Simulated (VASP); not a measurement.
MoAs3:

```
Mo As
1.0
     4.22425    0.00000    0.00000
     0.00000    4.22425    0.00000
     0.00000    0.00000    4.22425
Mo As
1 3
Direct
  0.00000 0.00000 0.00000
  0.00000 0.50000 0.50000
  0.50000 0.00000 0.50000
  0.50000 0.50000 0.00000
```

| Property | Result |
| --- | --- |
| Program | VASP 6.6.1 |
| Task | relaxation of cell and atoms |
| Functional | PBE |
| Potentials or basis | VASP PAW PBE potentials, release 64 (Mo_sv, As) |
| Cutoff | 600 eV |
| k mesh | 4 × 4 × 4 |
| Occupations | gaussian, width 0.1 eV |
| Spin | no spin polarisation |

At the start: pressure -6.5 GPa; volume 18.84 Å³/atom.

Q: How do energy, volume and symmetry change on relaxing?

A: Over 3 steps the energy falls by 26.9 meV/atom and the volume is 17.62 Å³/atom (-6.5 %); space group Pm-3m (No. 221, to 0.1 Å) before and after.

The path:
| step | energy change (eV) | largest force (eV/Å) | pressure (GPa) | volume (Å³) |
| --- | --- | --- | --- | --- |
| 1 | 0.0000 | 0.0000 | -6.54 | 75.38 |
| 2 | -0.0531 | 0.0000 | 5.75 | 67.30 |
| 3 | -0.1074 | 0.0000 | -0.02 | 70.47 |

Final structure:
```
Mo As
1.0
     4.13040    0.00000    0.00000
     0.00000    4.13040    0.00000
     0.00000    0.00000    4.13040
Mo As
1 3
Direct
  0.00000 0.00000 0.00000
  0.00000 0.50000 0.50000
  0.50000 0.00000 0.50000
  0.50000 0.50000 0.00000
```

Caveat: the k points lie up to 0.38 Å⁻¹ apart in the final cell, too coarse for converged energies and pressures of a metal.
